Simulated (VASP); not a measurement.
# MnIn3 (Im-3m) in VASP: notebook

Runs on MnIn3. Level: PBE. Tasks: single point, relaxation of cell and atoms.

All numbers are computed with VASP 6.6.1; they aren't measurements. Logs are shortened: lines on timing, memory, paths and dates and some standing lists are left out, and cuts for length are marked.

**1. The cell of the first run**

The structure is cubic, space group Im-3m (No. 229). Conventional cell: a = 5.656 Å, b = 5.656 Å, c = 5.656 Å, α = 90.00°, β = 90.00°, γ = 90.00°. Within 3.7 Å of Mn (site symmetry m-3m) lie 6 In at 2.83 Å. Within 3.7 Å of In (site symmetry 4/mmm) lie 2 Mn at 2.83 Å and 4 In at 2.83 Å.

**2. Single point, PBE, collinear spin, ferromagnetic start**

INCAR reads:

```
SYSTEM = MnIn3
PREC = Accurate
ENCUT = 520
EDIFF = 1E-6
ISMEAR = 0
SIGMA = 0.1
LREAL = .False.
LASPH = .True.
NELM = 150
ALGO = Normal
ISIF = 2
LWAVE = .False.
LCHARG = .True.
ISPIN = 2
MAGMOM = 4 0 0 0
LORBIT = 11
LMAXMIX = 4
GGA = PE
LELF = .True.
LVHAR = .True.
NBANDS = 38
```

KPOINTS reads:

```
regular mesh
0
Gamma
  4 4 4
  0 0 0
```

POSCAR reads:

```
MnIn3
1.0
   -2.8280660500      2.8280660500      2.8280660500
    2.8280660500     -2.8280660500      2.8280660500
    2.8280660500      2.8280660500     -2.8280660500
Mn In
1 3
Direct
    0.0000000000      0.0000000000      0.0000000000
    0.0000000000      0.5000000000      0.5000000000
    0.5000000000      0.0000000000      0.5000000000
    0.5000000000      0.5000000000      0.0000000000
```

Potentials or basis: VASP PAW PBE potentials, release 64 (Mn_pv, In_d).

The run is started by

```
cat potpaw_PBE.64/Mn_pv/POTCAR potpaw_PBE.64/In_d/POTCAR > POTCAR
mpirun -np 1 vasp_std > vasp.out
```

OUTCAR:

```text
SYSTEM = MnIn3
   PREC = Accurate
   ENCUT = 520
   EDIFF = 1E-6
   ISMEAR = 0
   LREAL = .False.
   LASPH = .True.
   NELM = 150
   ISIF = 2
   ISPIN = 2
   LORBIT = 11
   GGA = PE

 ion  position               nearest neighbor table
   1  0.000  0.000  0.000-   2 2.83   3 2.83   4 2.83   2 2.83   3 2.83   4 2.83
   2  0.000  0.500  0.500-   1 2.83   3 2.83   4 2.83   1 2.83   4 2.83   3 2.83   4 4.00   4 4.00
                             3 4.00   4 4.00   4 4.00   3 4.00   3 4.00   3 4.00
   3  0.500  0.000  0.500-   1 2.83   2 2.83   4 2.83   4 2.83   1 2.83   2 2.83   4 4.00   4 4.00
                             2 4.00   2 4.00   4 4.00   2 4.00   2 4.00   4 4.00
   4  0.500  0.500  0.000-   1 2.83   2 2.83   3 2.83   3 2.83   2 2.83   1 2.83   3 4.00   2 4.00
                             2 4.00   3 4.00   3 4.00   3 4.00   2 4.00   2 4.00

  LATTYP: Found a body centered cubic cell.
 ALAT       =     5.6561321000

  Lattice vectors:

 A1 = (  -2.8280660500,   2.8280660500,   2.8280660500)
 A2 = (   2.8280660500,  -2.8280660500,   2.8280660500)
 A3 = (   2.8280660500,   2.8280660500,  -2.8280660500)

Analysis of symmetry for initial positions (statically):
=====================================================================
 Subroutine PRICEL returns:
 Original cell was already a primitive cell.

 Routine SETGRP: Setting up the symmetry group for a
 body centered cubic supercell.

 Subroutine GETGRP returns: Found 48 space group operations
 (whereof 48 operations were pure point group operations)
 out of a pool of 48 trial point group operations.

The static configuration has the point symmetry O_h .

Analysis of symmetry for dynamics (positions and initial velocities):
=====================================================================
 Subroutine PRICEL returns:
 Original cell was already a primitive cell.

 Routine SETGRP: Setting up the symmetry group for a
 body centered cubic supercell.

 Subroutine GETGRP returns: Found 48 space group operations
 (whereof 48 operations were pure point group operations)
 out of a pool of 48 trial point group operations.

The dynamic configuration has the point symmetry O_h .

Analysis of structural, dynamic, and magnetic symmetry:
=====================================================================
 Subroutine PRICEL returns:
 Original cell was already a primitive cell.

 Routine SETGRP: Setting up the symmetry group for a
 body centered cubic supercell.

 Subroutine GETGRP returns: Found 48 space group operations
 (whereof 48 operations were pure point group operations)
 out of a pool of 48 trial point group operations.

The overall configuration has the point symmetry O_h .

 Subroutine INISYM returns: Found 48 space group operations
 (whereof 48 operations are pure point group operations),
 and found     1 'primitive' translations

----------------------------------------------------------------------------------------

                                     Primitive cell

  volume of cell :      90.4750

  direct lattice vectors                    reciprocal lattice vectors
    -2.828066050  2.828066050  2.828066050     0.000000000  0.176799265  0.176799265
     2.828066050 -2.828066050  2.828066050     0.176799265  0.000000000  0.176799265
     2.828066050  2.828066050 -2.828066050     0.176799265  0.176799265  0.000000000

  length of vectors
     4.898354086  4.898354086  4.898354086     0.250031919  0.250031919  0.250031919

  position of ions in fractional coordinates (direct lattice)
     0.000000000  0.000000000  0.000000000
     0.000000000  0.500000000  0.500000000
     0.500000000  0.000000000  0.500000000
     0.500000000  0.500000000  0.000000000

  ion indices of the primitive-cell ions
   primitive index   ion index
                 1           1
                 2           2
                 3           3
                 4           4

----------------------------------------------------------------------------------------

 KPOINTS: regular mesh

Automatic generation of k-mesh.
 Grid dimensions read from file:
 generate k-points for:    4    4    4

 Generating k-lattice:

  Cartesian coordinates                     Fractional coordinates (reciprocal lattice)
     0.000000000  0.044199816  0.044199816     0.250000000  0.000000000  0.000000000
     0.044199816  0.000000000  0.044199816     0.000000000  0.250000000  0.000000000
     0.044199816  0.044199816  0.000000000     0.000000000  0.000000000  0.250000000

  Length of vectors
     0.062507980  0.062507980  0.062507980

  Shift w.r.t. Gamma in fractional coordinates (k-lattice)
     0.000000000  0.000000000  0.000000000

 Subroutine IBZKPT returns following result:
 ===========================================

 Found      8 irreducible k-points:

 Following reciprocal coordinates:
            Coordinates               Weight
  0.000000  0.000000  0.000000      1.000000
  0.250000  0.000000  0.000000     12.000000
  0.500000  0.000000  0.000000      6.000000
  0.250000  0.250000  0.000000     24.000000
  0.250000  0.250000  0.250000      2.000000
 -0.250000  0.250000  0.250000      6.000000
  0.500000  0.500000  0.250000     12.000000
  0.500000  0.500000  0.500000      1.000000
   k-points           NKPTS =      8   k-points in BZ     NKDIM =      8   number of bands    NBANDS=     38
   number of dos      NEDOS =    301   number of ions     NIONS =      4
   total plane-waves  NPLWV =  46656
   dimension x,y,z NGX =    36 NGY =   36 NGZ =   36
   dimension x,y,z NGXF=    72 NGYF=   72 NGZF=   72
   ions per type =               1   3
   NGX,Y,Z   is equivalent  to a cutoff of  12.22, 12.22, 12.22 a.u.
   NGXF,Y,Z  is equivalent  to a cutoff of  24.44, 24.44, 24.44 a.u.
 SYSTEM =  MnIn3
   PREC   = accura    normal or accurate (medium, high low for compatibility)
   ISTART =      0    job   : 0-new  1-cont  2-samecut
   ICHARG =      2    charge: 1-file 2-atom 10-const
   ISPIN  =      2    spin polarized calculation?
   LNONCOLLINEAR =      F non collinear calculations
   LSORBIT =      F    spin-orbit coupling
   LASPH  =      T    aspherical Exc in radial PAW
   ENCUT  =  520.0 eV  38.22 Ry    6.18 a.u.   9.11  9.11  9.11*2*pi/ulx,y,z
   NELM   =    150;   NELMIN=  2; NELMDL= -5     # of ELM steps
   EDIFF  = 0.1E-05   stopping-criterion for ELM
   LREAL  =      F    real-space projection
   EDIFFG = 0.1E-04   stopping-criterion for IOM
   NSW    =      0    number of steps for IOM
   IBRION =     -1    ionic relax: 0-MD 1-quasi-New 2-CG
   NFREE  =      0    steps in history (QN), initial steepest desc. (CG)
   ISIF   =      2    stress and relaxation
   ISYM   =      2    0-nonsym 1-usesym 2-fastsym
   POTIM  = 0.5000    time-step for ionic-motion
   TEBEG  =    0.0;   TEEND  =   0.0 temperature during run
   PSTRESS=    0.0 pullay stress
   NELECT =      52.0000    total number of electrons
   NUPDOWN=      -1.0000    fix difference up-down
   EMIN   =  10.00;   EMAX   =-10.00  energy-range for DOS
   EFERMI =   0.00;   METHOD = LEGACY
   ISMEAR =     0;   SIGMA  =   0.10  broadening in eV -4-tet -1-fermi 0-gaus
   EFERMI_NEDOS =   21; number of points for ismear=-14 and -15
   IALGO  =     38    algorithm
   IMIX   =      4    mixing-type and parameters
     AMIX     =   0.40;   BMIX     =  1.00
     AMIX_MAG =   1.60;   BMIX_MAG =  1.00
  volume/ion in A,a.u.               =      22.62       152.64
  Fermi-wavevector in a.u.,A,eV,Ry     =   1.361130  2.572163 25.207187  1.852676
  Thomas-Fermi vector in A             =   2.487733
   LORBIT       =     11    0 simple, 1 ext, 2 COOP (PROOUT), +10 PAW based schemes
   GGA     = PE    functional components
   LHFCALC =     F    Hartree Fock is set to
   AEXX    =    0.0000 exact exchange contribution
   IVDW    =     0    specifies the selected vdW correction
   LEPSILON=     F    determine dielectric tensor
   LRPA    =     F    only Hartree local field effects (RPA)
 spin polarized calculation
 Gauss-broadening in eV      SIGMA  =   0.10
  energy-cutoff  :      520.00
  volume of cell :       90.48
 maximum number of plane-waves:      2491
   NGX = 19   NGY = 19   NGZ = 19

 number of electron      52.0000045 magnetization       3.8835033

 Free energy of the ion-electron system (eV)
  ---------------------------------------------------
  ext. energy  EPLUGINS =         0.00000000
  ---------------------------------------------------
  free energy    TOTEN  =       -14.59465279 eV

  energy without entropy =      -14.57799748  energy(sigma->0) =      -14.58632514

 E-fermi :   7.7816     XC(G=0): -10.6417

 val. band max:        7.7507445303   @ k =   0.5000   0.5000   0.2500
 cond. band min:       7.8676490047   @ k =   0.2500   0.0000   0.0000
 fundamental gap:      0.1169044744
 Fermi energy:         7.7816242232

 spin component 1

 k-point     1 :       0.0000    0.0000    0.0000
  band No.  band energies     occupation
      1     -41.9850      1.00000
      2     -41.9850      1.00000
      3     -41.9850      1.00000
      4      -7.5800      1.00000
      5      -7.5800      1.00000
      6      -7.2235      1.00000
[... 30 lines left out ...]
     37      17.1542      0.00000
     38      17.1542      0.00000

 k-point     2 :       0.2500    0.0000    0.0000
  band No.  band energies     occupation
      1     -41.9851      1.00000
      2     -41.9850      1.00000
      3     -41.9850      1.00000
      4      -7.5319      1.00000
      5      -7.4110      1.00000
      6      -7.1691      1.00000
[... 30 lines left out ...]
     37      14.8882      0.00000
     38      15.6142      0.00000
[... 203 lines left out ...]
     37      17.2897      0.00000
     38      18.6737      0.00000

 k-point     8 :       0.5000    0.5000    0.5000
  band No.  band energies     occupation
      1     -41.9850      1.00000
      2     -41.9850      1.00000
      3     -41.9850      1.00000
      4      -7.6669      1.00000
      5      -7.2920      1.00000
      6      -7.2920      1.00000
[... 30 lines left out ...]
     37      16.5890      0.00000
     38      20.5358      0.00000
 Fermi energy:         7.7816242232

 spin component 2

 k-point     1 :       0.0000    0.0000    0.0000
  band No.  band energies     occupation
      1     -38.1545      1.00000
      2     -38.1545      1.00000
      3     -38.1545      1.00000
      4      -7.5775      1.00000
      5      -7.5775      1.00000
      6      -7.2287      1.00000
[... 30 lines left out ...]
     37      17.4416      0.00000
     38      17.4416      0.00000

 k-point     2 :       0.2500    0.0000    0.0000
  band No.  band energies     occupation
      1     -38.1547      1.00000
      2     -38.1546      1.00000
      3     -38.1545      1.00000
      4      -7.5296      1.00000
      5      -7.4089      1.00000
      6      -7.1743      1.00000
[... 30 lines left out ...]
     37      15.1673      0.00000
     38      16.1166      0.00000
[... 203 lines left out ...]
     37      17.5645      0.00000
     38      19.1371      0.00000

 k-point     8 :       0.5000    0.5000    0.5000
  band No.  band energies     occupation
      1     -38.1546      1.00000
      2     -38.1546      1.00000
      3     -38.1546      1.00000
      4      -7.6634      1.00000
      5      -7.2923      1.00000
      6      -7.2923      1.00000
[... 30 lines left out ...]
     37      16.9462      0.00000
     38      20.4915      0.00000

------------------------ aborting loop because EDIFF is reached ----------------------------------------

  FORCE on cell =-STRESS in cart. coord.  units (eV):
  Direction    XX          YY          ZZ          XY          YZ          ZX
  --------------------------------------------------------------------------------------
  -------------------------------------------------------------------------------------
  Total        4.4582586      4.4582586      4.4582586     -0.0000000      0.0000000     -0.0000000
  in kB       78.9491029     78.9491029     78.9491029     -0.0000000      0.0000000     -0.0000000
  external PRESSURE =      78.9491029 kB  Pullay stress =       0.0000000 kB

 VOLUME and BASIS-vectors are now :
 -----------------------------------------------------------------------------
  energy-cutoff  :      520.00
  volume of cell :       90.48
      direct lattice vectors                 reciprocal lattice vectors
    -2.828066050  2.828066050  2.828066050     0.000000000  0.176799265  0.176799265
     2.828066050 -2.828066050  2.828066050     0.176799265  0.000000000  0.176799265
     2.828066050  2.828066050 -2.828066050     0.176799265  0.176799265  0.000000000

 POSITION                                       TOTAL-FORCE (eV/Angst)
 -----------------------------------------------------------------------------------
      0.00000      0.00000      0.00000         0.000000     -0.000000     -0.000000
      2.82807      0.00000      0.00000         0.000000      0.000000      0.000000
      0.00000      2.82807      0.00000        -0.000000      0.000000      0.000000
      0.00000      0.00000      2.82807        -0.000000     -0.000000     -0.000000
 -----------------------------------------------------------------------------------
    total drift:                                0.000000      0.000000     -0.000000

  FREE ENERGIE OF THE ION-ELECTRON SYSTEM (eV)
  ---------------------------------------------------
  free  energy   TOTEN  =       -14.5946527938 eV

  energy  without entropy=      -14.5779974842  energy(sigma->0) =      -14.58632514

 total charge

# of ion       s       p       d       tot
------------------------------------------
    1        0.310   6.151   5.013  11.474
    2        0.966   0.699   9.852  11.517
    3        0.966   0.699   9.852  11.517
    4        0.966   0.699   9.852  11.517
--------------------------------------------------
tot          3.209   8.247  34.568  46.024

 magnetization (x)

# of ion       s       p       d       tot
------------------------------------------
    1        0.051   0.030   3.583   3.664
    2       -0.007  -0.020   0.007  -0.021
    3       -0.007  -0.020   0.007  -0.021
    4       -0.007  -0.020   0.007  -0.021
--------------------------------------------------
tot          0.030  -0.029   3.603   3.603
```

Run time: 29 s. Hardware: 1 thread of Intel Xeon Platinum 8481C at 2.70GHz (Sapphire Rapids), shared host; peak memory 0.26 GiB.

Results:

```
Free energy                                           : -14.5947 eV
Pressure                                              : 7.9 GPa
Net moment                                            : 3.88 μB per cell
Site moments                                          : Mn +3.66; In -0.02 μB
Valence electrons inside the program's atomic spheres : Mn 11.47; In 11.52
```

Levels at points of the mesh, in eV from the Fermi level:
Spin up:
| k point | band 24 | band 25 | band 26 | band 27 | band 28 | band 29 | band 30 | band 31 | band 32 | band 33 |
| --- | --- | --- | --- | --- | --- | --- | --- | --- | --- | --- |
| (0.00, 0.00, 0.00) | -2.53 | -0.78 | -0.78 | -0.78 | 0.52 | 0.52 | 0.52 | 0.56 | 0.56 | 2.92 |
| (0.50, 0.00, 0.00) | -2.60 | -2.45 | -2.40 | -0.68 | -0.56 | -0.49 | 3.09 | 3.54 | 4.14 | 5.09 |
| (0.50, 0.50, 0.50) | -3.05 | -2.39 | -2.39 | -2.39 | -1.33 | -1.33 | 3.51 | 3.51 | 3.51 | 7.49 |
Spin down:
| k point | band 22 | band 23 | band 24 | band 25 | band 26 | band 27 |
| --- | --- | --- | --- | --- | --- | --- |
| (0.00, 0.00, 0.00) | -0.81 | -0.81 | -0.81 | 0.74 | 0.74 | 0.74 |
| (0.50, 0.00, 0.00) | -2.06 | -1.86 | -0.43 | -0.24 | 0.80 | 1.24 |
| (0.50, 0.50, 0.50) | -3.65 | -3.65 | -2.44 | 1.24 | 1.24 | 1.24 |

Caveat: the k points lie up to 0.39 Å⁻¹ apart; spin-orbit coupling is left out, which moves the levels of the heavy elements.

(Part 1 of 2 ends here.)
